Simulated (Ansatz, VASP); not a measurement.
## C: VASP beside Ansatz

```xyz
2
Lattice="1.2163 0.7022 3.3196 -1.2163 0.7022 3.3196 0.0000 -1.4045 3.3196" Properties=species:S:1:pos:R:3 pbc="T T T"
C     0.0000    0.0000    8.2999
C     0.0000    0.0000    1.6589
```

Alike in both runs: functional LDA; k mesh 12 × 12 × 12; no spin polarisation.

Ansatz relaxed the structure, and its values are those at the end. VASP's run is a single point on that final structure, the one shown.

|  | VASP | Ansatz |
| --- | --- | --- |
| version | VASP 6.6.1 | Ansatz 0.2.0 |
| potentials or method | VASP PAW LDA potentials, release 64 (C) | PAW with Ansatz's default frozen-core files, scalar-relativistic |
| plane-wave cutoff (eV) | 520 | 420 |
| occupations | gaussian, width 0.01 eV | fixed |
| valence electrons in the cell | 8 | 8 |

Ansatz gave:

| Item | Value |
| --- | --- |
| gap on the k mesh at the Fermi level (eV) | 0.70 |
| pressure (GPa) | 4.5 |

Problem. What did VASP give for the same quantities?

Solution. gap on the k mesh at the Fermi level (eV): 0.71; pressure (GPa): 5.3.

LDA's correlation is that of Perdew and Zunger in VASP and of Perdew and Wang (1992) in Ansatz.
